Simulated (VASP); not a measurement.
Wanted: the native input for a VASP 6.6.1 run.

* Task: relaxation of shape and atoms at fixed volume
* Functional: PBE
* Potentials or basis: VASP PAW PBE potentials, release 64 (Zr_sv)
* Cutoff: 600 eV
* k mesh: 16 × 16 × 10
* Occupations: gaussian, width 0.05 eV
* Spin: no spin polarisation
* Dipole correction: no
* Further INCAR settings: ALGO = Fast; EDIFF = 1e-07; IBRION = 2; EDIFFG = -0.01; NSW = 60; ISIF = 4

The structure of Zr lies in POSCAR:

```
Zr
1.0
    3.2103436958      0.0000000000      0.0000000000
   -1.6051718479      2.7802391955      0.0000000000
    0.0000000000      0.0000000000      5.1368677804
Zr
2
Direct
    0.3333333333      0.6666666667      0.2500000000
    0.6666666667      0.3333333333      0.7500000000
```

The input as run:

INCAR

```
PREC = Accurate ; ENCUT = 600
EDIFF = 1E-7 ; ISMEAR = 0
SIGMA = 0.05 ; LREAL = F
LASPH = T ; NELM = 60
ALGO = Fast ; ISIF = 4
LWAVE = F ; LCHARG = F
GGA = PE ; IBRION = 2
NSW = 60 ; EDIFFG = -0.01
```

KPOINTS

```
Automatic mesh
0
Gamma
  16 16 10
```

Potentials or basis: VASP PAW PBE potentials, release 64 (Zr_sv).

Launch:

```sh
$ cat potpaw_PBE.64/Zr_sv/POTCAR > POTCAR
$ mpirun -np 1 vasp_std > vasp.out
```

It gave:

```json
{
 "Energy gained by relaxing": "0.0 meV/atom",
 "Ionic steps": "2",
 "Pressure after relaxing": "2.0 GPa",
 "Band gap on the k mesh": "zero (bands 12 and 13 overlap by 1.23 eV)"
}
```

Run time: 3.6 min on 1 thread of Intel Xeon 8259CL (shared host), peak memory 0.29 GiB.
